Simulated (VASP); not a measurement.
# Mg (P6_3/mmc) in VASP: further runs

Mg is run at these levels: LDA; tasks: single point.

Program: VASP 6.6.1. These are calculated values, not measurements. Logs are shortened: lines on timing, memory, paths and dates and some standing lists are left out, and cuts for length are marked.

### 1 The cell of the first run

The structure is hexagonal, space group P6_3/mmc (No. 194). Conventional cell: a = 3.209 Å, b = 3.209 Å, c = 5.210 Å, α = 90.00°, β = 90.00°, γ = 120.00°. Mg (site symmetry -6m2) has 12 Mg at 3.20 to 3.21 Å within 4.2 Å.

### 2 Single point, LDA

INCAR reads:

```
SYSTEM = Mg
PREC = Accurate
ENCUT = 520
EDIFF = 1E-6
ISMEAR = 0
SIGMA = 0.1
LREAL = .False.
LASPH = .True.
NELM = 80
ALGO = Normal
ISIF = 2
LWAVE = .False.
LCHARG = .True.
LELF = .True.
LVHAR = .True.
NBANDS = 9
```

KPOINTS reads:

```
Automatic mesh
0
Gamma
  6 6 4
  0 0 0
```

POSCAR reads:

```
Mg
1.0
    3.2093000000      0.0000000000      0.0000000000
   -1.6046500000      2.7793353284      0.0000000000
    0.0000000000      0.0000000000      5.2103000000
Mg
2
Direct
    0.3333333333      0.6666666667      0.2500000000
    0.6666666667      0.3333333333      0.7500000000
```

Potentials or basis: VASP PAW LDA potentials, release 64 (Mg).

Run with:

```console
$ cat potpaw_LDA.64/Mg/POTCAR > POTCAR
$ mpirun -np 1 vasp_std > vasp.out
```

OUTCAR:

```text
SYSTEM = Mg
   PREC = Accurate
   ENCUT = 520
   EDIFF = 1E-6
   ISMEAR = 0
   LREAL = .False.
   LASPH = .True.
   NELM = 80
   ISIF = 2

 ion  position               nearest neighbor table
   1  0.333  0.667  0.250-   2 3.20   2 3.20   2 3.20   2 3.20   2 3.20   2 3.20
   2  0.667  0.333  0.750-   1 3.20   1 3.20   1 3.20   1 3.20   1 3.20   1 3.20

  LATTYP: Found a hexagonal cell.
 ALAT       =     3.2093000000
 C/A-ratio  =     1.6235004518

  Lattice vectors:

 A1 = (   3.2093000000,   0.0000000000,   0.0000000000)
 A2 = (  -1.6046500000,   2.7793353284,   0.0000000000)
 A3 = (   0.0000000000,   0.0000000000,   5.2103000000)

Analysis of symmetry for initial positions (statically):
=====================================================================
 Subroutine PRICEL returns:
 Original cell was already a primitive cell.

 Routine SETGRP: Setting up the symmetry group for a
 hexagonal supercell.

 Subroutine GETGRP returns: Found 24 space group operations
 (whereof 12 operations were pure point group operations)
 out of a pool of 24 trial point group operations.

The static configuration has the point symmetry D_3d.
 The point group associated with its full space group is D_6h.

Analysis of symmetry for dynamics (positions and initial velocities):
=====================================================================
 Subroutine PRICEL returns:
 Original cell was already a primitive cell.

 Routine SETGRP: Setting up the symmetry group for a
 hexagonal supercell.

 Subroutine GETGRP returns: Found 24 space group operations
 (whereof 12 operations were pure point group operations)
 out of a pool of 24 trial point group operations.

The dynamic configuration has the point symmetry D_3d.
 The point group associated with its full space group is D_6h.

 Subroutine INISYM returns: Found 24 space group operations
 (whereof 12 operations are pure point group operations),
 and found     1 'primitive' translations

----------------------------------------------------------------------------------------

                                     Primitive cell

  volume of cell :      46.4744

  direct lattice vectors                    reciprocal lattice vectors
     3.209300000  0.000000000  0.000000000     0.311594429  0.179899127  0.000000000
    -1.604650000  2.779335328  0.000000000     0.000000000  0.359798255  0.000000000
     0.000000000  0.000000000  5.210300000     0.000000000  0.000000000  0.191927528

  length of vectors
     3.209300000  3.209300000  5.210300000     0.359798255  0.359798255  0.191927528

  position of ions in fractional coordinates (direct lattice)
     0.333333333  0.666666667  0.250000000
     0.666666667  0.333333333  0.750000000

  ion indices of the primitive-cell ions
   primitive index   ion index
                 1           1
                 2           2

----------------------------------------------------------------------------------------

 KPOINTS: Automatic mesh

Automatic generation of k-mesh.
 Grid dimensions read from file:
 generate k-points for:    6    6    4

 Generating k-lattice:

  Cartesian coordinates                     Fractional coordinates (reciprocal lattice)
     0.051932405  0.029983188  0.000000000     0.166666667 -0.000000000  0.000000000
     0.000000000  0.059966376  0.000000000     0.000000000  0.166666667  0.000000000
     0.000000000  0.000000000  0.047981882     0.000000000  0.000000000  0.250000000

  Length of vectors
     0.059966376  0.059966376  0.047981882

  Shift w.r.t. Gamma in fractional coordinates (k-lattice)
     0.000000000  0.000000000  0.000000000

 Subroutine IBZKPT returns following result:
 ===========================================

 Found     21 irreducible k-points:

 Following reciprocal coordinates:
            Coordinates               Weight
  0.000000  0.000000  0.000000      1.000000
  0.166667  0.000000  0.000000      6.000000
  0.333333  0.000000  0.000000      6.000000
  0.500000  0.000000  0.000000      3.000000
  0.166667  0.166667  0.000000      6.000000
  0.333333  0.166667  0.000000     12.000000
[... 13 lines left out ...]
  0.333333  0.166667  0.500000     12.000000
  0.333333  0.333333  0.500000      2.000000
   k-points           NKPTS =     21   k-points in BZ     NKDIM =     21   number of bands    NBANDS=      9
   number of dos      NEDOS =    301   number of ions     NIONS =      2
   total plane-waves  NPLWV =  23040
   dimension x,y,z NGX =    24 NGY =   24 NGZ =   40
   dimension x,y,z NGXF=    48 NGYF=   48 NGZF=   80
   ions per type =               2
   NGX,Y,Z   is equivalent  to a cutoff of  12.43, 12.43, 12.76 a.u.
   NGXF,Y,Z  is equivalent  to a cutoff of  24.86, 24.86, 25.53 a.u.
 SYSTEM =  Mg
   PREC   = accura    normal or accurate (medium, high low for compatibility)
   ISTART =      0    job   : 0-new  1-cont  2-samecut
   ICHARG =      2    charge: 1-file 2-atom 10-const
   ISPIN  =      1    spin polarized calculation?
   LNONCOLLINEAR =      F non collinear calculations
   LSORBIT =      F    spin-orbit coupling
   LASPH  =      T    aspherical Exc in radial PAW
   ENCUT  =  520.0 eV  38.22 Ry    6.18 a.u.   5.97  5.97  9.69*2*pi/ulx,y,z
   NELM   =     80;   NELMIN=  2; NELMDL= -5     # of ELM steps
   EDIFF  = 0.1E-05   stopping-criterion for ELM
   LREAL  =      F    real-space projection
   EDIFFG = 0.1E-04   stopping-criterion for IOM
   NSW    =      0    number of steps for IOM
   IBRION =     -1    ionic relax: 0-MD 1-quasi-New 2-CG
   NFREE  =      0    steps in history (QN), initial steepest desc. (CG)
   ISIF   =      2    stress and relaxation
   ISYM   =      2    0-nonsym 1-usesym 2-fastsym
   POTIM  = 0.5000    time-step for ionic-motion
   TEBEG  =    0.0;   TEEND  =   0.0 temperature during run
   PSTRESS=    0.0 pullay stress
   NELECT =       4.0000    total number of electrons
   NUPDOWN=      -1.0000    fix difference up-down
   EMIN   =  10.00;   EMAX   =-10.00  energy-range for DOS
   EFERMI =   0.00;   METHOD = LEGACY
   ISMEAR =     0;   SIGMA  =   0.10  broadening in eV -4-tet -1-fermi 0-gaus
   EFERMI_NEDOS =   21; number of points for ismear=-14 and -15
   IALGO  =     38    algorithm
   IMIX   =      4    mixing-type and parameters
     AMIX     =   0.40;   BMIX     =  1.00
     AMIX_MAG =   1.60;   BMIX_MAG =  1.00
  volume/ion in A,a.u.               =      23.24       156.81
  Fermi-wavevector in a.u.,A,eV,Ry     =   0.722809  1.365911  7.108401  0.522453
  Thomas-Fermi vector in A             =   1.812866
   LORBIT       =      0    0 simple, 1 ext, 2 COOP (PROOUT), +10 PAW based schemes
   GGA     = CA    functional components
   LHFCALC =     F    Hartree Fock is set to
   AEXX    =    0.0000 exact exchange contribution
   IVDW    =     0    specifies the selected vdW correction
   LEPSILON=     F    determine dielectric tensor
   LRPA    =     F    only Hartree local field effects (RPA)
 non-spin polarized calculation
 Gauss-broadening in eV      SIGMA  =   0.10
  energy-cutoff  :      520.00
  volume of cell :       46.47
 maximum number of plane-waves:      1272
 NGX is ok and might be reduce to    24
   NGX = 11   NGY = 11   NGZ = 19

 number of electron       4.0000000 magnetization

 Free energy of the ion-electron system (eV)
  ---------------------------------------------------
  ext. energy  EPLUGINS =         0.00000000
  ---------------------------------------------------
  free energy    TOTEN  =        -3.52374596 eV

  energy without entropy =       -3.51624818  energy(sigma->0) =       -3.51999707

 E-fermi :   2.2829     XC(G=0):  -8.6410

 val. band max:        2.2630519729   @ k =   0.1667   0.1667   0.0000
 cond. band min:       2.2892862761   @ k =   0.3333   0.1667   0.0000
 fundamental gap:      0.0262343033
 Fermi energy:         2.2829027936

 k-point     1 :       0.0000    0.0000    0.0000
  band No.  band energies     occupation
      1      -4.4604      2.00000
      2       0.7782      2.00000
      3       1.1286      2.00000
      4      13.2339      0.00000
      5      13.2339      0.00000
      6      13.2484      0.00000
      7      13.2484      0.00000
      8      14.1574      0.00000
      9      15.6671      0.00000

 k-point     2 :       0.1667    0.0000    0.0000
  band No.  band energies     occupation
      1      -3.9201      2.00000
      2       1.2728      2.00000
      3       1.6531      2.00000
      4       8.4633      0.00000
      5      10.9664      0.00000
      6      11.6724      0.00000
      7      13.1792      0.00000
      8      13.8961      0.00000
      9      15.5804      0.00000

 k-point     3 :       0.3333    0.0000    0.0000
  band No.  band energies     occupation
      1      -2.3172      2.00000
      2       2.7584      0.00000
      3       2.9822      0.00000
      4       4.2234      0.00000
      5       8.7546      0.00000
      6       8.9026      0.00000
      7       9.6062      0.00000
      8      11.2222      0.00000
      9      14.0621      0.00000

 k-point     4 :       0.5000    0.0000    0.0000
  band No.  band energies     occupation
      1       0.2711      2.00000
      2       0.3111      2.00000
      3       5.0442      0.00000
      4       5.4685      0.00000
      5       5.6041      0.00000
      6       6.0298      0.00000
      7       9.1547      0.00000
      8      10.4724      0.00000
      9      13.5464      0.00000

 k-point     5 :       0.1667    0.1667    0.0000
  band No.  band energies     occupation
      1      -2.8485      2.00000
      2       2.2631      1.22108
      3       2.6511      0.00000
      4       6.3456      0.00000
      5       6.6739      0.00000
      6      10.8978      0.00000
      7      11.5174      0.00000
      8      11.6614      0.00000
      9      12.2795      0.00000

 k-point     6 :       0.3333    0.1667    0.0000
  band No.  band energies     occupation
      1      -0.7415      2.00000
      2       2.2893      0.92807
      3       4.2414      0.00000
      4       4.6048      0.00000
      5       5.6888      0.00000
      6       7.2546      0.00000
      7       8.2285      0.00000
      8      10.3218      0.00000
      9      11.1241      0.00000
[... 133 lines left out ...]
 k-point    18 :       0.5000    0.0000    0.5000
  band No.  band energies     occupation
      1       1.3425      2.00000
      2       1.3425      2.00000
      3       1.9335      2.00000
      4       1.9335      2.00000
      5      10.3163      0.00000
      6      10.3163      0.00000
      7      10.4167      0.00000
      8      10.4167      0.00000
      9      11.8835      0.00000

 k-point    19 :       0.1667    0.1667    0.5000
  band No.  band energies     occupation
      1      -1.4931      2.00000
      2      -1.4931      2.00000
      3       7.3239      0.00000
      4       7.3239      0.00000
      5       7.7154      0.00000
      6       7.7154      0.00000
      7       9.5251      0.00000
      8       9.5251      0.00000
      9      16.3865      0.00000

 k-point    20 :       0.3333    0.1667    0.5000
  band No.  band energies     occupation
      1       0.5740      2.00000
      2       0.5740      2.00000
      3       3.6819      0.00000
      4       3.6819      0.00000
      5       6.7499      0.00000
      6       6.7499      0.00000
      7      11.1033      0.00000
      8      11.1033      0.00000
      9      13.8248      0.00000

 k-point    21 :       0.3333    0.3333    0.5000
  band No.  band energies     occupation
      1       2.6266      0.00000
      2       2.6266      0.00000
      3       3.1190      0.00000
      4       3.1190      0.00000
      5       3.8463      0.00000
      6       3.8463      0.00000
      7      13.0690      0.00000
      8      13.0690      0.00000
      9      13.4589      0.00000

------------------------ aborting loop because EDIFF is reached ----------------------------------------

  FORCE on cell =-STRESS in cart. coord.  units (eV):
  Direction    XX          YY          ZZ          XY          YZ          ZX
  --------------------------------------------------------------------------------------
  -------------------------------------------------------------------------------------
  Total       -0.7986394     -0.7986394     -0.8379145      0.0000000      0.0000000     -0.0000000
  in kB      -27.5326065    -27.5326065    -28.8865900      0.0000000      0.0000000     -0.0000000
  external PRESSURE =     -27.9839343 kB  Pullay stress =       0.0000000 kB

 VOLUME and BASIS-vectors are now :
 -----------------------------------------------------------------------------
  energy-cutoff  :      520.00
  volume of cell :       46.47
      direct lattice vectors                 reciprocal lattice vectors
     3.209300000  0.000000000  0.000000000     0.311594429  0.179899127  0.000000000
    -1.604650000  2.779335328  0.000000000     0.000000000  0.359798255  0.000000000
     0.000000000  0.000000000  5.210300000     0.000000000  0.000000000  0.191927528

 POSITION                                       TOTAL-FORCE (eV/Angst)
 -----------------------------------------------------------------------------------
     -0.00000      1.85289      1.30258         0.000000      0.000000      0.000000
      1.60465      0.92645      3.90773        -0.000000      0.000000      0.000000
 -----------------------------------------------------------------------------------
    total drift:                                0.000000     -0.000000      0.000000

  FREE ENERGIE OF THE ION-ELECTRON SYSTEM (eV)
  ---------------------------------------------------
  free  energy   TOTEN  =        -3.5237459597 eV

  energy  without entropy=       -3.5162481825  energy(sigma->0) =       -3.51999707
```

Wall time 2.7 s (1 thread of Intel Xeon 6975P-C (Granite Rapids), shared host); peak memory 0.13 GiB.

Results:

```yaml
Free_energy: -3.5237 eV
Pressure: -2.8 GPa
Band_gap_on_the_k_mesh: zero (band 2 reaches 2.76 eV, above the bottom of band 3 at 1.13 eV)
```

Stress tensor (GPa, compression positive):
```
-2.75  0.00  0.00
 0.00 -2.75  0.00
 0.00  0.00 -2.89
```

Levels at points of the mesh, in eV from the Fermi level:
| k point | band 1 | band 2 | band 3 | band 4 | band 5 |
| --- | --- | --- | --- | --- | --- |
| (0.00, 0.00, 0.00) | -6.74 | -1.50 | -1.15 | 10.95 | 10.95 |
| (0.50, 0.00, 0.00) | -2.01 | -1.97 | 2.76 | 3.19 | 3.32 |
| (0.00, 0.00, 0.50) | -5.37 | -5.37 | 5.10 | 5.10 | 11.69 |
| (0.50, 0.00, 0.50) | -0.94 | -0.94 | -0.35 | -0.35 | 8.03 |

Caveat: the k points lie up to 0.38 Å⁻¹ apart.

### 3 Single point, LDA

This run uses another cell than the first one, of 13.30 Å³/atom, 0.572 times its volume.

INCAR reads:

```
SYSTEM = Mg
ALGO = Fast
EDIFF = 1E-6
ENCUT = 520
ISIF = 2
ISMEAR = 0
LASPH = .TRUE.
LCHARG = .FALSE.
LREAL = .FALSE.
LWAVE = .FALSE.
NBANDS = 9
NELM = 80
PREC = Accurate
SIGMA = 0.1
```

KPOINTS reads:

```
k-points
0
G
  15 15 8
  0 0 0
```

POSCAR reads:

```
Mg
1.0
    2.6736573695      0.0000000000      0.0000000000
   -1.3368286847      2.3154552030      0.0000000000
    0.0000000000      0.0000000000      4.2962717634
Mg
2
Direct
    0.3333333333      0.6666666667      0.2500000000
    0.6666666667      0.3333333333      0.7500000000
```

Potentials or basis: VASP PAW LDA potentials, release 64 (Mg).

Run with:

```console
$ cat potpaw_LDA.64/Mg/POTCAR > POTCAR
$ mpirun -np 1 vasp_std > vasp.out
```

Run time: 10 s. Hardware: 1 thread of Intel Xeon 6975P-C (Granite Rapids), shared host; peak memory 0.14 GiB.

It converged, with:

```
Free energy            : -1.9033 eV
Pressure               : 50.4 GPa
Band gap on the k mesh : zero (band 2 reaches 7.08 eV, above the bottom of band 3 at 4.90 eV)
```

Levels at points of the mesh, in eV from the Fermi level:
| k point | band 1 | band 2 | band 3 | band 4 | band 5 |
| --- | --- | --- | --- | --- | --- |
| (0.00, 0.00, 0.00) | -9.59 | -2.47 | -1.17 | 14.19 | 14.19 |
| (0.00, 0.00, 0.50) | -7.57 | -7.57 | 7.01 | 7.01 | 15.00 |

### 4 Single point, LDA

This run uses another cell than the first one, of 11.00 Å³/atom, 0.473 times its volume.

INCAR reads:

```
SYSTEM = Mg
  ALGO = Normal
  EDIFF = 1E-6
  ENCUT = 520
  GGA = CA
  ISIF = 2
  ISMEAR = 0
  LASPH = .True.
  LCHARG = .False.
  LREAL = .False.
  LWAVE = .False.
  NBANDS = 9
  NELM = 60
  PREC = Accurate
  SIGMA = 0.1
```

KPOINTS reads:

```
k-points
0
Gamma
  18 18 10
  0 0 0
```

POSCAR reads:

```
Mg
1.0
    2.5036239518      0.0000000000      0.0000000000
   -1.2518119759      2.1682019437      0.0000000000
    0.0000000000      0.0000000000      4.0534554793
Mg
2
Direct
    0.3333333333      0.6666666667      0.2500000000
    0.6666666667      0.3333333333      0.7500000000
```

Run with:

```console
$ cat potpaw_LDA.64/Mg/POTCAR > POTCAR
$ mpirun -np 1 vasp_std > vasp.out
```

It took 12 s on 1 thread of Intel Xeon 6975P-C (Granite Rapids), shared host; peak memory 0.15 GiB.

Results (log left out):

```yaml
Free_energy: 0.1935 eV
Pressure: 101.8 GPa
Band_gap_on_the_k_mesh: zero (band 2 reaches 8.75 eV, above the bottom of band 3 at 6.51 eV)
```

Levels at points of the mesh, in eV from the Fermi level:
```tsv
k point	band 1	band 2	band 3	band 4	band 5	band 6
(0.00, 0.00, 0.00)	-10.65	-2.81	-1.26	15.62	15.62	16.73
(0.50, 0.00, 0.00)	-3.51	-2.81	3.03	4.19	5.04	6.08
(0.00, 0.00, 0.50)	-8.38	-8.38	7.55	7.55	16.45	16.45
(0.50, 0.00, 0.50)	-1.85	-1.85	-0.36	-0.36	10.56	10.56
```

### 5 Single point, LDA

This run uses another cell than the first one, of 11.95 Å³/atom, 0.514 times its volume.

INCAR reads:

```
PREC     = Accurate       # precision mode
ENCUT    = 520            # plane-wave cutoff, eV
EDIFF    = 1E-7           # SCF threshold, eV
ISMEAR   = 0              # smearing method
SIGMA    = 0.1            # smearing width, eV
LREAL    = F              # projectors in reciprocal space
LASPH    = T              # aspherical terms in the spheres
NELM     = 80             # most SCF steps
ALGO     = Normal         # electronic algorithm
ISIF     = 2              # what is computed and relaxed
LWAVE    = F              # write WAVECAR
LCHARG   = F              # write CHGCAR
NBANDS   = 9              # bands
```

KPOINTS reads:

```
Automatic mesh
0
Gamma
  18 18 10
```

POSCAR reads:

```
Mg
1.0
    2.5744953487      0.0000000000      0.0000000000
   -1.2872476744      2.2295783739      0.0000000000
    0.0000000000      0.0000000000      4.1628923783
Mg
2
Direct
    0.3333333333      0.6666666667      0.2500000000
    0.6666666667      0.3333333333      0.7500000000
```

Run with:

```console
$ cat potpaw_LDA.64/Mg/POTCAR > POTCAR
$ mpirun -np 1 vasp_std > vasp.out
```

Run time: 12 s. Hardware: 1 thread of Intel Xeon 6975P-C (Granite Rapids), shared host; peak memory 0.16 GiB.

It converged, with:

| Property | Result |
| --- | --- |
| Free energy | -0.8488 eV |
| Pressure | 76.0 GPa |
| Band gap on the k mesh | zero (band 2 reaches 7.97 eV, above the bottom of band 3 at 5.76 eV) |

Levels at points of the mesh, in eV from the Fermi level:
```
           k point  band 1  band 2  band 3  band 4  band 5
(0.00, 0.00, 0.00)  -10.19   -2.69   -1.24   15.02   15.02
(0.50, 0.00, 0.00)   -3.37   -2.76    3.08    3.96    4.95
(0.00, 0.00, 0.50)   -8.04   -8.04    7.27    7.27   15.83
(0.50, 0.00, 0.50)   -1.79   -1.79   -0.36   -0.36   10.28
```

### 6 Overview

| cell | k mesh | gap on the mesh (eV) | pressure (GPa) |
| --- | --- | --- | --- |
| a = 3.209, b = 3.209, c = 5.210 Å, angles 90.0, 90.0, 120.0°, 2 atoms | 6 × 6 × 4 | none | -2.8 |
| a = 2.674, b = 2.674, c = 4.296 Å, angles 90.0, 90.0, 120.0°, 2 atoms | 15 × 15 × 8 | none | 50.4 |
| a = 2.504, b = 2.504, c = 4.053 Å, angles 90.0, 90.0, 120.0°, 2 atoms | 18 × 18 × 10 | none | 101.8 |
| a = 2.574, b = 2.574, c = 4.163 Å, angles 90.0, 90.0, 120.0°, 2 atoms | 18 × 18 × 10 | none | 76.0 |

Alike in all rows: task single point; level LDA; potentials or basis VASP PAW LDA potentials, release 64 (Mg); no spin polarisation; cutoff (eV) 520; smearing gaussian 0.1 eV.

Caveats: some runs use coarse meshes.

Total energies depend on the potentials used, so only differences within one code and one set of settings carry meaning.
